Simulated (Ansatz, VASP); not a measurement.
# CoSi2: VASP beside Ansatz

```
CELL_PARAMETERS angstrom
0.00000 2.61759 2.80534
2.61759 0.00000 2.80534
2.61759 2.61759 0.00000
ATOMIC_POSITIONS crystal
Co 0.00000 0.00000 0.00000
Si 0.24235 0.24235 0.25765
Si 0.75765 0.75765 0.74235
```

Change from the starting cell: mode 6 frozen in at -0.041 Å, strain +e along z and -e/2 along x and y +0.0467.

Alike in both runs: task single point; functional PBE; k mesh 12 × 12 × 12; occupations gaussian, width 0.15 eV; no spin polarisation.

|  | VASP | Ansatz |
| --- | --- | --- |
| version | VASP 6.6.1 | Ansatz 0.2.0 |
| potentials or method | VASP PAW PBE potentials, release 64 (Co, Si), cutoff 520 eV | scalar-relativistic, plane waves, PAW |
| valence electrons in the cell | 17 | 25 |

```tsv
	VASP	Ansatz	Ansatz less VASP
gap on the k mesh at the Fermi level (eV)	none	none	-
pressure (GPa)	0.5	0.8	+0.29
traceless stress, the component that is largest in VASP (GPa)	-3.53	-3.55	-0.015
rms of the force components (eV/Å)	0.179	0.180	+0.0004
```

Atom by atom the forces differ by 0.000 eV/Å (rms over components). A gap of «none» marks a metal or a gap that the smearing closes. VASP's potentials hold 17 valence electrons a cell and Ansatz's 25, so a difference there can come from the potentials and not from the codes.
